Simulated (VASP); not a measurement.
Write the native input for VASP 6.6.1 that does the following.

* Task: single point
* Functional: PBEsol
* Potentials or basis: VASP PAW PBE potentials, release 64 (Ba_sv, O)
* Cutoff: 600 eV
* k mesh: 8 × 8 × 8
* Occupations: gaussian, width 0.02 eV
* Spin: no spin polarisation
* Dipole correction: no
* Further INCAR settings: ALGO = Normal; EDIFF = 1e-06; NBANDS = 15

The structure of BaO lies in POSCAR:

```
BaO
1.0
    0.0000000000      2.7450541014      2.7450541014
    2.7450541014      0.0000000000      2.7450541014
    2.7450541014      2.7450541014      0.0000000000
Ba O
1 1
Direct
    0.0000000000      0.0000000000      0.0000000000
    0.5000000000      0.5000000000      0.5000000000
```

The input as run:

INCAR

```
  ALGO = Normal
  EDIFF = 1E-6
  ENCUT = 600
  GGA = PS
  GGA_COMPAT = F
  ISIF = 2
  ISMEAR = 0
  LASPH = T
  LCHARG = F
  LREAL = F
  LWAVE = F
  NBANDS = 15
  NELM = 120
  PREC = Accurate
  SIGMA = 0.02
```

KPOINTS

```
k-points
0
Gamma
  8 8 8
```

Potentials or basis: VASP PAW PBE potentials, release 64 (Ba_sv, O).

Run with:

```bash
$ cat potpaw_PBE.64/Ba_sv/POTCAR potpaw_PBE.64/O/POTCAR > POTCAR
$ mpirun -np 1 vasp_std > vasp.out
```

Results of the run:

The pressure is 1.8 GPa. The band gap on the k mesh is 1.77 eV.

Caveat: the PAW data sets were made with another functional, which shifts forces and pressure a little; spin-orbit coupling is left out, which moves the levels of the heavy elements.

Wall time 47 s on 1 thread of AMD EPYC 7R43 64-Core Processor (Zen 3), with other jobs on the host, peak memory 0.15 GiB.
